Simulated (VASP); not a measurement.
# MgS (P6_3mc) in VASP: further runs

The runs below take MgS through single point, with r2SCAN, PBE0, HSE06.

Program: VASP 6.6.1. These are calculated values, not measurements. Logs are shortened: lines on timing, memory, paths and dates and some standing lists are left out, and cuts for length are marked.

### 1 The cell of the first run

The structure is hexagonal, space group P6_3mc (No. 186). The conventional cell has a = 4.088 Å, b = 4.088 Å, c = 6.517 Å, α = 90.00°, β = 90.00°, γ = 120.00°. S (site symmetry 3m) has 4 Mg at 2.48 to 2.50 Å within 3.3 Å. Mg (site symmetry 3m) has 4 S at 2.48 to 2.50 Å within 3.3 Å.

### 2 Single point, r2SCAN

File POSCAR:

```
MgS
1.0
    4.0877156323      0.0000000000      0.0000000000
   -2.0438578162      3.5400655811      0.0000000000
    0.0000000000      0.0000000000      6.5169393366
S Mg
2 2
Direct
    0.6666666667      0.3333333333      0.8792441500
    0.3333333333      0.6666666667      0.3792441500
    0.3333333333      0.6666666667      0.9957548500
    0.6666666667      0.3333333333      0.4957548500
```

File INCAR.step1:

```
PREC = Accurate
ENCUT = 520
ISMEAR = -1
SIGMA = 0.05
LREAL = F
LASPH = T
NELM = 80
NBANDS = 16
GGA = PE
ALGO = Normal
EDIFF = 1E-4
LWAVE = T
LCHARG = F
```

File INCAR.step2:

```
PREC = Accurate
ENCUT = 520
EDIFF = 1E-6
ISMEAR = -1
SIGMA = 0.05
LREAL = F
LASPH = T
NELM = 80
ALGO = Normal
ISIF = 2
LWAVE = F
LCHARG = F
METAGGA = R2SCAN
LMIXTAU = T
NBANDS = 16
ISTART = 1
```

File KPOINTS:

```
regular mesh
0
Gamma
  8 8 4
```

Potentials or basis: VASP PAW PBE potentials, release 64 (S, Mg).

Launch:

```console
$ cat potpaw_PBE.64/S/POTCAR potpaw_PBE.64/Mg/POTCAR > POTCAR
$ cp INCAR.step1 INCAR
$ mpirun -np 1 vasp_std > vasp.out
$ cp INCAR.step2 INCAR
$ mpirun -np 1 vasp_std > vasp.out
```

OUTCAR:

```text
PREC = Accurate
   ENCUT = 520
   EDIFF = 1E-6
   ISMEAR = -1
   LREAL = F
   LASPH = T
   NELM = 80
   ISIF = 2
   METAGGA = R2SCAN
   ISTART = 1

 ion  position               nearest neighbor table
   1  0.667  0.333  0.879-   3 2.48   3 2.48   3 2.48   4 2.50
   2  0.333  0.667  0.379-   4 2.48   4 2.48   4 2.48   3 2.50
   3  0.333  0.667  0.996-   1 2.48   1 2.48   1 2.48   2 2.50
   4  0.667  0.333  0.496-   2 2.48   2 2.48   2 2.48   1 2.50

  LATTYP: Found a hexagonal cell.
 ALAT       =     4.0877156323
 C/A-ratio  =     1.5942741430

  Lattice vectors:

 A1 = (   4.0877156323,   0.0000000000,   0.0000000000)
 A2 = (  -2.0438578162,   3.5400655811,   0.0000000000)
 A3 = (   0.0000000000,   0.0000000000,   6.5169393366)

Analysis of symmetry for initial positions (statically):
=====================================================================
 Subroutine PRICEL returns:
 Original cell was already a primitive cell.

 Routine SETGRP: Setting up the symmetry group for a
 hexagonal supercell.

 Subroutine GETGRP returns: Found 12 space group operations
 (whereof  6 operations were pure point group operations)
 out of a pool of 24 trial point group operations.

The static configuration has the point symmetry C_3v.
 The point group associated with its full space group is C_6v.

Analysis of symmetry for dynamics (positions and initial velocities):
=====================================================================
 Subroutine PRICEL returns:
 Original cell was already a primitive cell.

 Routine SETGRP: Setting up the symmetry group for a
 hexagonal supercell.

 Subroutine GETGRP returns: Found 12 space group operations
 (whereof  6 operations were pure point group operations)
 out of a pool of 24 trial point group operations.

The dynamic configuration has the point symmetry C_3v.
 The point group associated with its full space group is C_6v.

 Subroutine INISYM returns: Found 12 space group operations
 (whereof  6 operations are pure point group operations),
 and found     1 'primitive' translations

----------------------------------------------------------------------------------------

                                     Primitive cell

  volume of cell :      94.3052

  direct lattice vectors                    reciprocal lattice vectors
     4.087715632  0.000000000  0.000000000     0.244635413  0.141240321  0.000000000
    -2.043857816  3.540065581  0.000000000     0.000000000  0.282480643  0.000000000
     0.000000000  0.000000000  6.516939337     0.000000000  0.000000000  0.153446265

  length of vectors
     4.087715632  4.087715632  6.516939337     0.282480643  0.282480643  0.153446265

  position of ions in fractional coordinates (direct lattice)
     0.666666667  0.333333333  0.879244150
     0.333333333  0.666666667  0.379244150
     0.333333333  0.666666667  0.995754850
     0.666666667  0.333333333  0.495754850

  ion indices of the primitive-cell ions
   primitive index   ion index
                 1           1
                 2           2
                 3           3
                 4           4

----------------------------------------------------------------------------------------

 KPOINTS: regular mesh

Automatic generation of k-mesh.
 Grid dimensions read from file:
 generate k-points for:    8    8    4

 Generating k-lattice:

  Cartesian coordinates                     Fractional coordinates (reciprocal lattice)
     0.030579427  0.017655040  0.000000000     0.125000000  0.000000000  0.000000000
     0.000000000  0.035310080  0.000000000     0.000000000  0.125000000  0.000000000
     0.000000000  0.000000000  0.038361566     0.000000000  0.000000000  0.250000000

  Length of vectors
     0.035310080  0.035310080  0.038361566

  Shift w.r.t. Gamma in fractional coordinates (k-lattice)
     0.000000000  0.000000000  0.000000000

 Subroutine IBZKPT returns following result:
 ===========================================

 Found     30 irreducible k-points:

 Following reciprocal coordinates:
            Coordinates               Weight
  0.000000  0.000000  0.000000      1.000000
  0.125000 -0.000000  0.000000      6.000000
  0.250000 -0.000000  0.000000      6.000000
  0.375000  0.000000  0.000000      6.000000
  0.500000 -0.000000  0.000000      3.000000
  0.125000  0.125000  0.000000      6.000000
[... 16 lines left out ...]
  0.250000 -0.000000  0.500000      6.000000
  0.375000  0.000000  0.500000      6.000000
 [... further k-points ...]
   k-points           NKPTS =     30   k-points in BZ     NKDIM =     30   number of bands    NBANDS=     16
   number of dos      NEDOS =    301   number of ions     NIONS =      4
   total plane-waves  NPLWV =  43200
   dimension x,y,z NGX =    30 NGY =   30 NGZ =   48
   dimension x,y,z NGXF=    60 NGYF=   60 NGZF=   96
   ions per type =               2   2
   NGX,Y,Z   is equivalent  to a cutoff of  12.20, 12.20, 12.24 a.u.
   NGXF,Y,Z  is equivalent  to a cutoff of  24.40, 24.40, 24.49 a.u.
 SYSTEM =  unknown system
   PREC   = accura    normal or accurate (medium, high low for compatibility)
   ISTART =      1    job   : 0-new  1-cont  2-samecut
   ICHARG =      0    charge: 1-file 2-atom 10-const
   ISPIN  =      1    spin polarized calculation?
   LNONCOLLINEAR =      F non collinear calculations
   LSORBIT =      F    spin-orbit coupling
   LASPH  =      T    aspherical Exc in radial PAW
   ENCUT  =  520.0 eV  38.22 Ry    6.18 a.u.   7.60  7.60 12.12*2*pi/ulx,y,z
   NELM   =     80;   NELMIN=  2; NELMDL=  0     # of ELM steps
   EDIFF  = 0.1E-05   stopping-criterion for ELM
   LREAL  =      F    real-space projection
[... 7 lines left out ...]
   TEBEG  =    0.0;   TEEND  =   0.0 temperature during run
   PSTRESS=    0.0 pullay stress
   NELECT =      16.0000    total number of electrons
   NUPDOWN=      -1.0000    fix difference up-down
   EMIN   =  10.00;   EMAX   =-10.00  energy-range for DOS
   EFERMI =   0.00;   METHOD = LEGACY
   ISMEAR =    -1;   SIGMA  =   0.05  broadening in eV -4-tet -1-fermi 0-gaus
   EFERMI_NEDOS =   21; number of points for ismear=-14 and -15
   IALGO  =     38    algorithm
   IMIX   =      4    mixing-type and parameters
     AMIX     =   0.40;   BMIX     =  1.00
     AMIX_MAG =   1.60;   BMIX_MAG =  1.00
  volume/ion in A,a.u.               =      23.58       159.10
  Fermi-wavevector in a.u.,A,eV,Ry     =   0.906295  1.712649 11.175427  0.821371
  Thomas-Fermi vector in A             =   2.029966
   LORBIT       =      0    0 simple, 1 ext, 2 COOP (PROOUT), +10 PAW based schemes
   METAGGA = R2SCAN    functional components
   LHFCALC =     F    Hartree Fock is set to
   AEXX    =    0.0000 exact exchange contribution
   IVDW    =     0    specifies the selected vdW correction
   LEPSILON=     F    determine dielectric tensor
   LRPA    =     F    only Hartree local field effects (RPA)
 non-spin polarized calculation
  energy-cutoff  :      520.00
  volume of cell :       94.31
 maximum number of plane-waves:      2563
   NGX = 15   NGY = 15   NGZ = 25

 number of electron      15.9999999 magnetization

 Free energy of the ion-electron system (eV)
  ---------------------------------------------------
  ext. energy  EPLUGINS =         0.00000000
  ---------------------------------------------------
  free energy    TOTEN  =       -30.90431514 eV

  energy without entropy =      -30.90431514  energy(sigma->0) =      -30.90431514

 E-fermi :   1.6613     XC(G=0):  -8.6166

 val. band max:        0.6659099288   @ k =   0.0000   0.0000   0.0000
 cond. band min:       4.5646525970   @ k =   0.0000   0.0000   0.0000
 fundamental gap:      3.8987426682
 Fermi energy:         1.6612855366

 k-point     1 :       0.0000    0.0000    0.0000
  band No.  band energies     occupation
      1     -11.0871      2.00000
      2     -10.4015      2.00000
      3      -2.4425      2.00000
      4       0.0951      2.00000
      5       0.0951      2.00000
      6       0.5036      2.00000
[... 8 lines left out ...]
     15       9.6921      0.00000
     16      10.2454      0.00000

 k-point     2 :       0.1250   -0.0000    0.0000
  band No.  band energies     occupation
      1     -11.0147      2.00000
      2     -10.3665      2.00000
      3      -2.3239      2.00000
      4      -0.3403      2.00000
      5      -0.0251      2.00000
      6       0.0406      2.00000
[... 8 lines left out ...]
     15       9.7087      0.00000
     16       9.9615      0.00000

 k-point     3 :       0.2500   -0.0000    0.0000
  band No.  band energies     occupation
      1     -10.8227      2.00000
      2     -10.2879      2.00000
      3      -1.9960      2.00000
      4      -1.2100      2.00000
      5      -0.7803      2.00000
      6      -0.2692      2.00000
[... 8 lines left out ...]
     15       9.8598      0.00000
     16      10.3374      0.00000

 k-point     4 :       0.3750    0.0000    0.0000
  band No.  band energies     occupation
      1     -10.5891      2.00000
      2     -10.2329      2.00000
      3      -1.9846      2.00000
      4      -1.5244      2.00000
      5      -1.3752      2.00000
      6      -0.4759      2.00000
[... 8 lines left out ...]
     15      10.0111      0.00000
     16      11.8492      0.00000

 k-point     5 :       0.5000   -0.0000    0.0000
  band No.  band energies     occupation
      1     -10.4619      2.00000
      2     -10.2346      2.00000
      3      -2.2420      2.00000
      4      -1.6918      2.00000
      5      -1.1454      2.00000
      6      -0.5540      2.00000
[... 8 lines left out ...]
     15      10.2610      0.00000
     16      12.3474      0.00000

 k-point     6 :       0.1250    0.1250    0.0000
  band No.  band energies     occupation
      1     -10.8821      2.00000
      2     -10.3095      2.00000
      3      -2.0987      2.00000
      4      -0.8376      2.00000
      5      -0.7253      2.00000
      6      -0.1275      2.00000
[... 8 lines left out ...]
     15       9.8788      0.00000
     16      10.0940      0.00000

 k-point     7 :       0.2500    0.1250    0.0000
  band No.  band energies     occupation
      1     -10.6659      2.00000
      2     -10.2432      2.00000
      3      -1.7548      2.00000
      4      -1.5200      2.00000
      5      -1.2535      2.00000
      6      -0.5116      2.00000
[... 8 lines left out ...]
     15      10.0122      0.00000
     16      10.8836      0.00000

 k-point     8 :       0.3750    0.1250    0.0000
  band No.  band energies     occupation
      1     -10.4678      2.00000
      2     -10.2300      2.00000
      3      -2.0881      2.00000
      4      -1.5985      2.00000
      5      -1.1693      2.00000
      6      -0.7799      2.00000
[... 8 lines left out ...]
     15      10.2201      0.00000
     16      11.8179      0.00000

 k-point     9 :       0.2500    0.2500    0.0000
  band No.  band energies     occupation
      1     -10.4735      2.00000
      2     -10.2256      2.00000
      3      -1.7673      2.00000
      4      -1.6609      2.00000
      5      -1.1638      2.00000
      6      -0.9751      2.00000
[... 8 lines left out ...]
     15       9.8090      0.00000
     16      11.4346      0.00000
[... 172 lines left out ...]
 k-point    19 :       0.2500    0.2500    0.2500
  band No.  band energies     occupation
      1     -10.4366      2.00000
      2     -10.2611      2.00000
      3      -1.9654      2.00000
      4      -1.8698      2.00000
      5      -1.0660      2.00000
      6      -0.6636      2.00000
[... 8 lines left out ...]
     15       9.7963      0.00000
     16      11.2136      0.00000

 k-point    20 :       0.3750    0.2500    0.2500
  band No.  band energies     occupation
      1     -10.3371      2.00000
      2     -10.2675      2.00000
      3      -2.0191      2.00000
      4      -1.8278      2.00000
      5      -1.3981      2.00000
      6      -0.7331      2.00000
[... 8 lines left out ...]
     15      10.4845      0.00000
     16      11.6833      0.00000

 k-point    21 :       0.0000    0.0000    0.5000
  band No.  band energies     occupation
      1     -10.7697      2.00000
      2     -10.7697      2.00000
      3      -1.1643      2.00000
      4      -1.1643      2.00000
      5       0.2927      2.00000
      6       0.2927      2.00000
[... 8 lines left out ...]
     15       8.8071      0.00000
     16       8.8071      0.00000

 k-point    22 :       0.1250   -0.0000    0.5000
  band No.  band energies     occupation
      1     -10.7127      2.00000
      2     -10.7127      2.00000
      3      -1.2314      2.00000
      4      -1.2314      2.00000
      5       0.0388      2.00000
      6       0.0388      2.00000
[... 8 lines left out ...]
     15       9.2129      0.00000
     16       9.2129      0.00000

 k-point    23 :       0.2500   -0.0000    0.5000
  band No.  band energies     occupation
      1     -10.5687      2.00000
      2     -10.5687      2.00000
      3      -1.5989      2.00000
      4      -1.5989      2.00000
      5      -0.2071      2.00000
      6      -0.2071      2.00000
[... 8 lines left out ...]
     15       9.9197      0.00000
     16       9.9197      0.00000

 k-point    24 :       0.3750    0.0000    0.5000
  band No.  band energies     occupation
      1     -10.4138      2.00000
      2     -10.4138      2.00000
      3      -2.1170      2.00000
      4      -2.1170      2.00000
      5      -0.1657      2.00000
      6      -0.1657      2.00000
[... 8 lines left out ...]
     15      10.3825      0.00000
     16      10.3825      0.00000

 [... further k-points ...]

------------------------ aborting loop because EDIFF is reached ----------------------------------------

  FORCE on cell =-STRESS in cart. coord.  units (eV):
  Direction    XX          YY          ZZ          XY          YZ          ZX
  --------------------------------------------------------------------------------------
  -------------------------------------------------------------------------------------
  Total       -1.4354296     -1.4354296     -1.4317699      0.0000000     -0.0000000      0.0000000
  in kB      -24.3869117    -24.3869117    -24.3247366      0.0000000     -0.0000000      0.0000000
  external PRESSURE =     -24.3661866 kB  Pullay stress =       0.0000000 kB

 VOLUME and BASIS-vectors are now :
 -----------------------------------------------------------------------------
  energy-cutoff  :      520.00
  volume of cell :       94.31
      direct lattice vectors                 reciprocal lattice vectors
     4.087715632  0.000000000  0.000000000     0.244635413  0.141240321  0.000000000
    -2.043857816  3.540065581  0.000000000     0.000000000  0.282480643  0.000000000
     0.000000000  0.000000000  6.516939337     0.000000000  0.000000000  0.153446265

 POSITION                                       TOTAL-FORCE (eV/Angst)
 -----------------------------------------------------------------------------------
      2.04386      1.18002      5.72998         0.000000      0.000000     -0.059338
     -0.00000      2.36004      2.47151         0.000000      0.000000     -0.059338
     -0.00000      2.36004      6.48927         0.000000     -0.000000      0.059338
      2.04386      1.18002      3.23080        -0.000000      0.000000      0.059338
 -----------------------------------------------------------------------------------
    total drift:                               -0.000000     -0.000000      0.000679

  FREE ENERGIE OF THE ION-ELECTRON SYSTEM (eV)
  ---------------------------------------------------
  free  energy   TOTEN  =       -30.9043151430 eV

  energy  without entropy=      -30.9043151429  energy(sigma->0) =      -30.90431514
```

It took 4.4 min on 1 thread of Intel Xeon 8259CL, shared host; peak memory 0.23 GiB.

Results:

```yaml
Free_energy: -30.9043 eV
Pressure: -2.4 GPa
Largest_force: 0.059 eV/Å
Band_gap_on_the_k_mesh: 3.90 eV
```

Forces on the atoms (eV/Å):
```
S    0.000  0.000 -0.059
S    0.000  0.000 -0.059
Mg   0.000  0.000  0.059
Mg   0.000  0.000  0.059
```

Levels at points of the mesh, in eV from the valence-band top:
```
           k point  band 4  band 5  band 6  band 7  band 8  band 9  band 10  band 11  band 12  band 13
(0.00, 0.00, 0.00)   -0.57   -0.57   -0.16   -0.16    0.00    3.90     5.21     8.00     8.00     8.75
(0.50, 0.00, 0.00)   -2.36   -1.81   -1.22   -0.88   -0.47    5.22     5.66     6.28     8.01     8.78
(0.00, 0.00, 0.50)   -1.83   -0.37   -0.37   -0.37   -0.37    5.38     5.38     8.10     8.10     8.14
(0.50, 0.00, 0.50)   -3.01   -0.88   -0.88   -0.78   -0.78    5.12     5.12     6.83     6.83     9.76
```

Caveat: the PAW data sets were made with another functional, which shifts forces and pressure a little.

(Continued in part 2 of 2.)
